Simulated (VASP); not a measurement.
# KNbMo3 (P4mm) in VASP: further runs

Runs on KNbMo3. Level: PBE. Tasks: single point, relaxation of cell and atoms.

Program: VASP 6.6.1. These are calculated values, not measurements. Logs are shortened: lines on timing, memory, paths and dates and some standing lists are left out, and cuts for length are marked.

## (1) The cell of the first run

The structure is tetragonal, space group P4mm (No. 99). Conventional cell: a = 4.346 Å, b = 4.346 Å, c = 4.400 Å, α = 90.00°, β = 90.00°, γ = 90.00°. Within 4.0 Å of K (site symmetry 4mm) lie 12 Mo at 3.05 to 3.14 Å and 8 Nb at 3.74 to 3.82 Å. Nb (site symmetry 4mm) has 6 Mo at 2.02 to 2.38 Å within 2.7 Å. Mo (site symmetry 4mm) has 2 Nb at 2.02 to 2.38 Å within 2.7 Å. Within 2.9 Å of Mo (site symmetry 2mm) lie 2 Nb at 2.18 Å.

## (2) Single point, PBE

The input, INCAR:

```
SYSTEM = KNbMo3
PREC = Accurate ; ENCUT = 520
EDIFF = 1E-7 ; ISMEAR = 0
SIGMA = 0.1 ; LREAL = .False.
LASPH = .True. ; NELM = 60
ALGO = Normal ; ISIF = 2
LWAVE = .False. ; LCHARG = .False.
GGA = PE ; NBANDS = 40
```

The input, KPOINTS:

```
regular mesh
0
Gamma
  4 4 4
  0 0 0
```

The input, POSCAR:

```
KNbMo3
1.0
    4.3458009050      0.0000000000      0.0000000000
    0.0000000000      4.3458009050      0.0000000000
    0.0000000000      0.0000000000      4.4002595630
K Nb Mo
1 1 3
Direct
    0.0000000000      0.0000000000      0.0000000000
    0.5000000000      0.5000000000      0.5150000000
    0.5000000000      0.5000000000      0.9750000000
    0.0000000000      0.5000000000      0.4850000000
    0.5000000000      0.0000000000      0.4850000000
```

Potentials or basis: VASP PAW PBE potentials, release 64 (K_sv, Nb_sv, Mo_sv).

The run is started by

```bash
$ cat potpaw_PBE.64/K_sv/POTCAR potpaw_PBE.64/Nb_sv/POTCAR potpaw_PBE.64/Mo_sv/POTCAR > POTCAR
$ mpirun -np 1 vasp_std > vasp.out
```

OUTCAR:

```text
SYSTEM = KNbMo3
   PREC = Accurate
   ENCUT = 520
   EDIFF = 1E-7
   ISMEAR = 0
   LREAL = .False.
   LASPH = .True.
   NELM = 60
   ISIF = 2
   GGA = PE

 ion  position               nearest neighbor table
   1  0.000  0.000  0.000-   4 3.05   5 3.05   4 3.05   5 3.05   3 3.07   3 3.07   3 3.07   3 3.07
                             4 3.14   5 3.14   5 3.14   4 3.14
   2  0.500  0.500  0.515-   3 2.02   4 2.18   5 2.18   5 2.18   4 2.18   3 2.38
   3  0.500  0.500  0.975-   2 2.02   2 2.38   4 3.06   5 3.06   5 3.06   4 3.06   1 3.07   1 3.07
                             1 3.07   1 3.07   4 3.12   5 3.12   4 3.12   5 3.12
   4  0.000  0.500  0.485-   2 2.18   2 2.18   1 3.05   1 3.05   3 3.06   3 3.06   5 3.07   5 3.07
                             5 3.07   5 3.07   3 3.12   3 3.12   1 3.14   1 3.14
   5  0.500  0.000  0.485-   2 2.18   2 2.18   1 3.05   1 3.05   3 3.06   3 3.06   4 3.07   4 3.07
                             4 3.07   4 3.07   3 3.12   3 3.12   1 3.14   1 3.14

  LATTYP: Found a simple tetragonal cell.
 ALAT       =     4.3458009050
 C/A-ratio  =     1.0125313283

  Lattice vectors:

 A1 = (   4.3458009050,   0.0000000000,   0.0000000000)
 A2 = (   0.0000000000,   4.3458009050,   0.0000000000)
 A3 = (   0.0000000000,   0.0000000000,   4.4002595630)

Analysis of symmetry for initial positions (statically):
=====================================================================
 Subroutine PRICEL returns:
 Original cell was already a primitive cell.

 Routine SETGRP: Setting up the symmetry group for a
 simple tetragonal supercell.

 Subroutine GETGRP returns: Found  8 space group operations
 (whereof  8 operations were pure point group operations)
 out of a pool of 16 trial point group operations.

The static configuration has the point symmetry C_4v.

Analysis of symmetry for dynamics (positions and initial velocities):
=====================================================================
 Subroutine PRICEL returns:
 Original cell was already a primitive cell.

 Routine SETGRP: Setting up the symmetry group for a
 simple tetragonal supercell.

 Subroutine GETGRP returns: Found  8 space group operations
 (whereof  8 operations were pure point group operations)
 out of a pool of 16 trial point group operations.

The dynamic configuration has the point symmetry C_4v.

 Subroutine INISYM returns: Found  8 space group operations
 (whereof  8 operations are pure point group operations),
 and found     1 'primitive' translations

[... 94 lines left out ...]
   LREAL  =      F    real-space projection
   EDIFFG = 0.1E-05   stopping-criterion for IOM
   NSW    =      0    number of steps for IOM
   IBRION =     -1    ionic relax: 0-MD 1-quasi-New 2-CG
   NFREE  =      0    steps in history (QN), initial steepest desc. (CG)
   ISIF   =      2    stress and relaxation
   ISYM   =      2    0-nonsym 1-usesym 2-fastsym
   POTIM  = 0.5000    time-step for ionic-motion
   TEBEG  =    0.0;   TEEND  =   0.0 temperature during run
   PSTRESS=    0.0 pullay stress
   NELECT =      64.0000    total number of electrons
   NUPDOWN=      -1.0000    fix difference up-down
   EMIN   =  10.00;   EMAX   =-10.00  energy-range for DOS
   EFERMI =   0.00;   METHOD = LEGACY
   ISMEAR =     0;   SIGMA  =   0.10  broadening in eV -4-tet -1-fermi 0-gaus
   EFERMI_NEDOS =   21; number of points for ismear=-14 and -15
   IALGO  =     38    algorithm
   IMIX   =      4    mixing-type and parameters
     AMIX     =   0.40;   BMIX     =  1.00
     AMIX_MAG =   1.60;   BMIX_MAG =  1.00
  volume/ion in A,a.u.               =      16.62       112.16
  Fermi-wavevector in a.u.,A,eV,Ry     =   1.500590  2.835705 30.637213  2.251772
  Thomas-Fermi vector in A             =   2.612071
   LORBIT       =      0    0 simple, 1 ext, 2 COOP (PROOUT), +10 PAW based schemes
   GGA     = PE    functional components
   LHFCALC =     F    Hartree Fock is set to
   AEXX    =    0.0000 exact exchange contribution
   IVDW    =     0    specifies the selected vdW correction
   LEPSILON=     F    determine dielectric tensor
   LRPA    =     F    only Hartree local field effects (RPA)
 non-spin polarized calculation
 Gauss-broadening in eV      SIGMA  =   0.10
  energy-cutoff  :      520.00
  volume of cell :       83.10
 maximum number of plane-waves:      2272
   NGX = 17   NGY = 17   NGZ = 17

 number of electron      63.9999990 magnetization

 Free energy of the ion-electron system (eV)
  ---------------------------------------------------
  ext. energy  EPLUGINS =         0.00000000
  ---------------------------------------------------
  free energy    TOTEN  =       -29.11256168 eV

  energy without entropy =      -29.08970245  energy(sigma->0) =      -29.10113207

 E-fermi :  10.0691     XC(G=0): -12.2915

 val. band max:       10.0337924146   @ k =   0.0000   0.0000   0.2500
 cond. band min:      10.0720449294   @ k =   0.2500   0.0000   0.0000
 fundamental gap:      0.0382525148
 Fermi energy:        10.0691439518

 k-point     1 :       0.0000    0.0000    0.0000
  band No.  band energies     occupation
      1     -51.0074      2.00000
      2     -50.7620      2.00000
      3     -50.7225      2.00000
      4     -44.2907      2.00000
      5     -26.9121      2.00000
      6     -26.7864      2.00000
[... 763 lines left out ...]
     39      12.3290      0.00000
     40      12.5976      0.00000

------------------------ aborting loop because EDIFF is reached ----------------------------------------

  FORCE on cell =-STRESS in cart. coord.  units (eV):
  Direction    XX          YY          ZZ          XY          YZ          ZX
  --------------------------------------------------------------------------------------
  -------------------------------------------------------------------------------------
  Total       33.1348198     33.1348198     34.1308591      0.0000000      0.0000000      0.0000000
  in kB      638.8181526    638.8181526    658.0211531      0.0000000      0.0000000      0.0000000
  external PRESSURE =     645.2191528 kB  Pullay stress =       0.0000000 kB

 VOLUME and BASIS-vectors are now :
 -----------------------------------------------------------------------------
  energy-cutoff  :      520.00
  volume of cell :       83.10
      direct lattice vectors                 reciprocal lattice vectors
     4.345800905  0.000000000  0.000000000     0.230107182  0.000000000  0.000000000
     0.000000000  4.345800905  0.000000000     0.000000000  0.230107182  0.000000000
     0.000000000  0.000000000  4.400259563     0.000000000  0.000000000  0.227259321

 POSITION                                       TOTAL-FORCE (eV/Angst)
 -----------------------------------------------------------------------------------
      0.00000      0.00000      0.00000         0.000000      0.000000     -0.375545
      2.17290      2.17290      2.26613         0.000000     -0.000000     -6.648486
      2.17290      2.17290      4.29025         0.000000      0.000000      7.384499
      0.00000      2.17290      2.13413        -0.000000      0.000000     -0.180234
      2.17290      0.00000      2.13413         0.000000      0.000000     -0.180234
 -----------------------------------------------------------------------------------
    total drift:                                0.000000     -0.000000      0.000115

  FREE ENERGIE OF THE ION-ELECTRON SYSTEM (eV)
  ---------------------------------------------------
  free  energy   TOTEN  =       -29.1125616823 eV

  energy  without entropy=      -29.0897024487  energy(sigma->0) =      -29.10113207
```

OSZICAR:

```text
N       E                     dE             d eps       ncg     rms          rms(c)
DAV:   1     0.865691719864E+03    0.86569E+03   -0.38768E+04  1440   0.169E+03
DAV:   2     0.165760308322E+02   -0.84912E+03   -0.81549E+03  1592   0.591E+02
DAV:   3    -0.290647514381E+02   -0.45641E+02   -0.42252E+02  2360   0.116E+02
DAV:   4    -0.312252595407E+02   -0.21605E+01   -0.21254E+01  2112   0.208E+01
DAV:   5    -0.313080964475E+02   -0.82837E-01   -0.82637E-01  2216   0.407E+00    0.453E+01
DAV:   6    -0.293505777409E+02    0.19575E+01   -0.12778E+01  1952   0.236E+01    0.211E+01
DAV:   7    -0.293865785371E+02   -0.36001E-01   -0.29311E+00  2192   0.131E+01    0.114E+01
DAV:   8    -0.296352827918E+02   -0.24870E+00   -0.37013E+00  1640   0.105E+01    0.786E+00
DAV:   9    -0.291133184530E+02    0.52196E+00   -0.10006E+00  1768   0.627E+00    0.213E+00
DAV:  10    -0.291204641220E+02   -0.71457E-02   -0.16443E-01  1944   0.248E+00    0.955E-01
DAV:  11    -0.291128299579E+02    0.76342E-02   -0.30904E-02  1824   0.135E+00    0.227E-01
DAV:  12    -0.291125688891E+02    0.26107E-03   -0.26849E-03  2112   0.343E-01    0.129E-01
DAV:  13    -0.291125531026E+02    0.15787E-04   -0.24546E-04  1936   0.107E-01    0.364E-02
DAV:  14    -0.291125637929E+02   -0.10690E-04   -0.27650E-05  2112   0.349E-02    0.141E-02
DAV:  15    -0.291125619641E+02    0.18289E-05   -0.34481E-06  2224   0.126E-02    0.450E-03
DAV:  16    -0.291125617624E+02    0.20165E-06   -0.34777E-07  1640   0.406E-03    0.234E-03
DAV:  17    -0.291125616823E+02    0.80100E-07   -0.42720E-08  1104   0.174E-03
   1 F= -.29112562E+02 E0= -.29101132E+02  d E =-.228592E-01
```

stdout:

```text
POSCAR found type information on POSCAR K NbMo
 POSCAR found :  3 types and       5 ions
 scaLAPACK will be used
 LDA part: xc-table for (Slater+PW92), standard interpolation
 POSCAR, INCAR and KPOINTS ok, starting setup
 FFT: planning ... GRIDC
 FFT: planning ... GRID_SOFT
 FFT: planning ... GRID
 WAVECAR not read
 entering main loop
```

It took 33 s on 1 thread of Oxide Virtual Turin-like, shared host; peak memory 0.18 GiB.

Results:

- Free energy: -29.1126 eV
- Pressure: 64.5 GPa
- Largest force: 7.384 eV/Å
- Band gap on the k mesh: zero (band 32 reaches 10.74 eV, above the bottom of band 33 at 9.84 eV)

Forces on the atoms (eV/Å):
```
K    0.000  0.000 -0.376
Nb   0.000  0.000 -6.648
Mo   0.000  0.000  7.384
Mo   0.000  0.000 -0.180
Mo   0.000  0.000 -0.180
```

Stress tensor (GPa, compression positive):
```
63.88  0.00  0.00
 0.00 63.88  0.00
 0.00  0.00 65.80
```

Levels at points of the mesh, in eV from the Fermi level:
```tsv
k point	band 28	band 29	band 30	band 31	band 32	band 33	band 34	band 35	band 36	band 37
(0.00, 0.00, 0.00)	-3.12	-2.22	-0.24	-0.19	-0.19	2.08	2.08	2.27	2.49	3.71
(0.50, 0.00, 0.00)	-1.76	-1.46	-1.28	-0.84	-0.63	0.28	0.31	0.63	1.66	2.08
(0.50, 0.50, 0.00)	-1.23	-1.23	-1.05	-0.97	-0.95	0.14	0.45	1.06	1.07	1.07
(0.00, 0.00, 0.50)	-1.81	-1.51	-1.51	-0.90	-0.85	0.33	0.33	0.59	1.74	2.27
(0.50, 0.00, 0.50)	-1.39	-1.28	-1.07	-0.95	-0.36	-0.23	0.34	1.01	1.07	1.15
(0.50, 0.50, 0.50)	-1.37	-0.99	-0.99	0.52	0.67	0.77	0.96	0.96	1.71	2.03
```

Caveat: the k points lie up to 0.36 Å⁻¹ apart; forces of over 1 eV/Å act on the atoms, so gaps and moduli don't describe the material at rest.

## (3) Relaxation of cell and atoms, PBE

The input, INCAR:

```
SYSTEM = KNbMo3
PREC = Accurate ; ENCUT = 600
EDIFF = 1E-6 ; ISMEAR = 0
SIGMA = 0.1 ; LREAL = .False.
LASPH = .True. ; NELM = 100
ALGO = Normal ; ISIF = 3
LWAVE = .False. ; LCHARG = .False.
GGA = PE ; IBRION = 2
NSW = 90 ; EDIFFG = -0.04
```

KPOINTS is that of step 2.

POSCAR is that of step 2.

Potentials or basis: VASP PAW PBE potentials, release 64 (K_sv, Nb_sv, Mo_sv).

The run is started by

```bash
$ cat potpaw_PBE.64/K_sv/POTCAR potpaw_PBE.64/Nb_sv/POTCAR potpaw_PBE.64/Mo_sv/POTCAR > POTCAR
$ mpirun -np 1 vasp_std > vasp.out
```

OUTCAR:

```text
SYSTEM = KNbMo3
   PREC = Accurate
   ENCUT = 600
   EDIFF = 1E-6
   ISMEAR = 0
   LREAL = .False.
   LASPH = .True.
   NELM = 100
   ISIF = 3
   GGA = PE
   IBRION = 2
   NSW = 90
   EDIFFG = -0.04

 ion  position               nearest neighbor table
   1  0.000  0.000  0.000-   4 3.05   5 3.05   4 3.05   5 3.05   3 3.07   3 3.07   3 3.07   3 3.07
                             4 3.14   5 3.14   5 3.14   4 3.14
   2  0.500  0.500  0.515-   3 2.02   4 2.18   5 2.18   5 2.18   4 2.18   3 2.38
   3  0.500  0.500  0.975-   2 2.02   2 2.38   4 3.06   5 3.06   5 3.06   4 3.06   1 3.07   1 3.07
                             1 3.07   1 3.07   4 3.12   5 3.12   4 3.12   5 3.12
   4  0.000  0.500  0.485-   2 2.18   2 2.18   1 3.05   1 3.05   3 3.06   3 3.06   5 3.07   5 3.07
                             5 3.07   5 3.07   3 3.12   3 3.12   1 3.14   1 3.14
   5  0.500  0.000  0.485-   2 2.18   2 2.18   1 3.05   1 3.05   3 3.06   3 3.06   4 3.07   4 3.07
                             4 3.07   4 3.07   3 3.12   3 3.12   1 3.14   1 3.14

  LATTYP: Found a simple tetragonal cell.
 ALAT       =     4.3458009050
 C/A-ratio  =     1.0125313283

  Lattice vectors:

 A1 = (   4.3458009050,   0.0000000000,   0.0000000000)
 A2 = (   0.0000000000,   4.3458009050,   0.0000000000)
 A3 = (   0.0000000000,   0.0000000000,   4.4002595630)

Analysis of symmetry for initial positions (statically):
=====================================================================
 Subroutine PRICEL returns:
 Original cell was already a primitive cell.
[... 160 lines left out ...]

--------------------------------------- Ionic step        1  -------------------------------------------

 number of electron      63.9999995 magnetization

 Free energy of the ion-electron system (eV)
  ---------------------------------------------------
  ext. energy  EPLUGINS =         0.00000000
  ---------------------------------------------------
  free energy    TOTEN  =       -29.11464287 eV

  energy without entropy =      -29.09178333  energy(sigma->0) =      -29.10321310

 E-fermi :  10.0688     XC(G=0): -12.2915

 val. band max:       10.0334028673   @ k =   0.0000   0.0000   0.2500
 cond. band min:      10.0716576634   @ k =   0.2500   0.0000   0.0000
 fundamental gap:      0.0382547961
 Fermi energy:        10.0687520442
[... 1591 lines left out ...]
  FREE ENERGIE OF THE ION-ELECTRON SYSTEM (eV)
  ---------------------------------------------------
  free  energy   TOTEN  =       -34.1178255978 eV

  energy  without entropy=      -34.0699618693  energy(sigma->0) =      -34.09389373

[... ionic steps 4 to 42 ...]

--------------------------------------- Ionic step       43  -------------------------------------------

 number of electron      63.9999992 magnetization

------------------------ aborting loop because EDIFF is reached ----------------------------------------
[... 73 lines left out ...]
--------------------------------------- Ionic step       45  -------------------------------------------

 number of electron      63.9999994 magnetization

 Free energy of the ion-electron system (eV)
  ---------------------------------------------------
  ext. energy  EPLUGINS =         0.00000000
  ---------------------------------------------------
  free energy    TOTEN  =       -38.49900664 eV

  energy without entropy =      -38.45866188  energy(sigma->0) =      -38.47883426

 E-fermi :   6.7614     XC(G=0): -10.7229

 val. band max:        6.7542897801   @ k =   0.2500   0.2500   0.0000
 cond. band min:       6.7615486718   @ k =   0.5000   0.0000   0.2500
 fundamental gap:      0.0072588918
 Fermi energy:         6.7613608956
[... 768 lines left out ...]
  FREE ENERGIE OF THE ION-ELECTRON SYSTEM (eV)
  ---------------------------------------------------
  free  energy   TOTEN  =       -38.4990066396 eV

  energy  without entropy=      -38.4586618766  energy(sigma->0) =      -38.47883426

 reached required accuracy - stopping structural energy minimisation
```

Run time: 45 min. Hardware: 1 thread of Oxide Virtual Turin-like, shared host; peak memory 0.23 GiB.

Results:

```yaml
Free_energy: -38.4990 eV
Relaxed_volume: 22.53 Å³/atom
Relaxed_cell: a = 4.164 Å, b = 4.164 Å, c = 6.497 Å, α = 90.00°, β = 90.00°, γ = 90.00°
Space_group_after_relaxing_to_0.05_Å: P4mm (No. 99)
Energy_gained_by_relaxing: 1876.9 meV/atom
Ionic_steps: 45
Pressure_after_relaxing: 0.0 GPa
Largest_force_after_relaxing: 0.027 eV/Å
Band_gap_on_the_k_mesh: zero (band 32 reaches 7.52 eV, above the bottom of band 33 at 6.24 eV)
```

Forces on the atoms (eV/Å):
```
K    0.000  0.000  0.013
Nb   0.000  0.000 -0.027
Mo   0.000  0.000 -0.012
Mo   0.000  0.000  0.013
Mo   0.000  0.000  0.013
```

Step by step:
```tsv
step	energy change (eV)	largest force (eV/Å)	pressure (GPa)	volume (Å³)
1	0.0000	7.3801	64.50	83.10
3	-5.0032	2.6277	-0.94	120.07
5	-5.0583	2.4922	2.17	115.14
7	-5.2322	0.6804	-1.99	119.82
9	-5.2793	0.5774	0.41	116.11
11	-5.4018	1.0176	0.68	115.58
13	-5.6322	1.0576	3.55	112.98
15	-5.6521	1.0576	2.85	113.35
17	-5.6737	1.0440	2.93	113.35
19	-5.7787	1.1161	3.24	113.37
21	-5.9963	0.1995	4.49	113.41
23	-6.0853	0.7261	3.56	113.40
25	-6.2320	0.2981	2.99	113.94
27	-6.6410	0.6361	-0.67	117.32
29	-6.7350	0.4525	-0.62	117.06
31	-7.4765	1.6090	1.30	111.76
33	-8.0472	0.9385	3.82	107.26
35	-8.6129	2.2517	-1.33	110.07
37	-9.2716	0.3458	2.83	106.46
39	-9.3191	0.6883	-0.70	109.88
41	-9.3756	0.2422	0.55	110.61
43	-9.3824	0.1986	-0.52	112.65
45	-9.3844	0.0268	-0.03	112.66
```

Final structure:
```
K Nb Mo
1.0
     4.16411    0.00000    0.00000
     0.00000    4.16411    0.00000
     0.00000    0.00000    6.49741
K Nb Mo
1 1 3
Direct
  0.00000 0.00000 0.89526
  0.50000 0.50000 0.63373
  0.50000 0.50000 0.16128
  0.00000 0.50000 0.38486
  0.50000 0.00000 0.38486
```

Caveat: the k points lie up to 0.38 Å⁻¹ apart in the final cell; the volume moved by over 15 % at a fixed basis, so the end points are rough.
